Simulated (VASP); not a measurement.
Wanted: the native input for a VASP 6.6.1 run.

* Task: single point
* Functional: PBEsol
* Potentials or basis: VASP PAW PBE potentials, release 64 (Ga_d, As, P)
* Cutoff: 520 eV
* k mesh: 1 × 1 × 1, shifted
* Occupations: fermi-dirac, width 0.05 eV
* Spin: no spin polarisation
* Dipole correction: no
* Further INCAR settings: LREAL = Auto; ALGO = Normal; EDIFF = 1e-06; NBANDS = 326

The structure of Ga16As9P7 lies in POSCAR:

```
Ga16As9P7
1.0
   11.1392643591      0.0000000000      0.0000000000
    0.0000000000     11.1392643591      0.0000000000
    0.0000000000      0.0000000000     11.1392643591
Ga As P
32 18 14
Direct
    0.9960000000      0.9959090000      0.9964120000
    0.9962050000      0.9970340000      0.5027220000
    0.9990240000      0.5003910000      0.9995210000
    0.9964940000      0.5043940000      0.5040650000
    0.5035490000      0.0032970000      0.0027840000
    0.4975160000      0.9957010000      0.4974980000
    0.5035320000      0.5042620000      0.9967050000
    0.5005760000      0.5001860000      0.4995880000
    0.2492370000      0.2502550000      0.9987760000
    0.2531000000      0.2460710000      0.4980660000
    0.2494190000      0.7510310000      0.9940600000
    0.2488790000      0.7496270000      0.5057510000
    0.7460280000      0.2463230000      0.9974880000
    0.7527640000      0.2536970000      0.5026690000
    0.7496020000      0.7497960000      0.0049930000
    0.7520990000      0.7541590000      0.4977430000
    0.2519410000      0.0011170000      0.2529360000
    0.2496930000      0.9942700000      0.7503150000
    0.2501410000      0.5012340000      0.2500520000
    0.2486310000      0.5062740000      0.7494360000
    0.7463250000      0.9973740000      0.2468700000
    0.7553170000      0.9984370000      0.7492200000
    0.7495110000      0.5064350000      0.2498790000
    0.7495620000      0.4950620000      0.7509660000
    0.9981450000      0.2495040000      0.2500800000
    0.9938120000      0.2497610000      0.7499370000
    0.9936030000      0.7512430000      0.2501920000
    0.0015620000      0.7529150000      0.7465530000
    0.5016330000      0.2435070000      0.2498330000
    0.5026430000      0.2529600000      0.7531760000
    0.5057510000      0.7499030000      0.2497200000
    0.4949420000      0.7509030000      0.7498910000
    0.1234250000      0.1228660000      0.1237760000
    0.1237550000      0.1231740000      0.6260710000
    0.1235930000      0.6274220000      0.1242480000
    0.6255070000      0.1241600000      0.6248600000
    0.6259460000      0.6262530000      0.6252470000
    0.3776670000      0.3750710000      0.1241450000
    0.3747380000      0.3761300000      0.6258940000
    0.3766000000      0.8749050000      0.1245060000
    0.8716510000      0.3750750000      0.1239110000
    0.3755440000      0.1238990000      0.8747920000
    0.3756840000      0.6274040000      0.3760120000
    0.8722690000      0.1230340000      0.3751550000
    0.8745240000      0.6265750000      0.8738880000
    0.1236290000      0.3757910000      0.3770780000
    0.1235710000      0.3759730000      0.8728210000
    0.1236480000      0.8739240000      0.3768600000
    0.6258900000      0.3751990000      0.3736400000
    0.6256160000      0.8750910000      0.8756580000
    0.1234980000      0.6271110000      0.6260300000
    0.6259640000      0.1239620000      0.1250470000
    0.6257270000      0.6261980000      0.1248600000
    0.3735330000      0.8739910000      0.6249370000
    0.8746010000      0.3763830000      0.6262210000
    0.8725100000      0.8750510000      0.1249150000
    0.8753710000      0.8741560000      0.6247120000
    0.3768340000      0.1226610000      0.3746730000
    0.3745220000      0.6263000000      0.8737140000
    0.8731820000      0.1237980000      0.8746520000
    0.8735160000      0.6273820000      0.3759950000
    0.1231920000      0.8740070000      0.8728170000
    0.6255780000      0.3750500000      0.8761310000
    0.6255960000      0.8749390000      0.3739180000
```

One way to write it, as run:

INCAR

```
SYSTEM = Ga16As9P7
  ALGO = Normal
  EDIFF = 1E-6
  ENCUT = 520
  GGA = PS
  ISIF = 2
  ISMEAR = -1
  LASPH = .TRUE.
  LCHARG = .FALSE.
  LREAL = Auto
  LWAVE = .FALSE.
  NBANDS = 326
  NELM = 100
  PREC = Accurate
  SIGMA = 0.05
```

KPOINTS

```
Automatic mesh
0
Gamma
  1 1 1
  0.5 0.5 0.5
```

Potentials or basis: VASP PAW PBE potentials, release 64 (Ga_d, As, P).

Launch:

```bash
$ cat potpaw_PBE.64/Ga_d/POTCAR potpaw_PBE.64/As/POTCAR potpaw_PBE.64/P/POTCAR > POTCAR
$ mpirun -np 1 vasp_std > vasp.out
```

It gave:

| Item | Value |
| --- | --- |
| Pressure | 0.0 GPa |
| Largest force | 0.029 eV/Å |
| Band gap on the k mesh | 1.99 eV |

Caveat: the k points lie up to 0.56 Å⁻¹ apart; the PAW data sets were made with another functional, which shifts forces and pressure a little; a shifted mesh leaves out Γ, where band edges can lie.

Wall time 21 min on 1 thread of AMD EPYC 7R13 Processor (Zen 3) (shared host), peak memory 1.2 GiB.
